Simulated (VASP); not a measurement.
A run of VASP 6.6.1 is set up as follows.

File INCAR:

```
SYSTEM = Si
PREC = Accurate
ENCUT = 600
EDIFF = 1E-7
ISMEAR = 0
SIGMA = 0.1
LREAL = .FALSE.
LASPH = .TRUE.
NELM = 100
ALGO = Normal
ISIF = 3
LWAVE = .FALSE.
LCHARG = .FALSE.
GGA = PS
IBRION = 2
NSW = 90
EDIFFG = -0.04
```

File KPOINTS:

```
Automatic mesh
0
G
  6 6 6
  0 0 0
```

Contents of POSCAR:

```
Si
1.0
    1.6132183877      0.9313920704      7.7965832421
   -1.6132183877      0.9313920704      7.7965832421
    0.0000000000     -1.8627841408      7.7965832421
Si
3
Direct
    0.0000000000      0.0000000000      0.0000000000
    0.2222200000      0.2222200000      0.2222200000
    0.7777800000      0.7777800000      0.7777800000
```

Potentials or basis: VASP PAW PBE potentials, release 64 (Si).

Command:

```console
$ cat potpaw_PBE.64/Si/POTCAR > POTCAR
$ mpirun -np 1 vasp_std > vasp.out
```

(1) What does it give for the space group after relaxing (to 0.05 Å)?

(2) Estimate the relaxed volume.

Answers

(1) R-3m (No. 166).

(2) 14.26 Å³/atom.

Caveat: the k points lie up to 0.43 Å⁻¹ apart in the final cell; the volume moved by over 15 % at a fixed basis, so the end points are rough; the PAW data sets were made with another functional, which shifts forces and pressure a little.
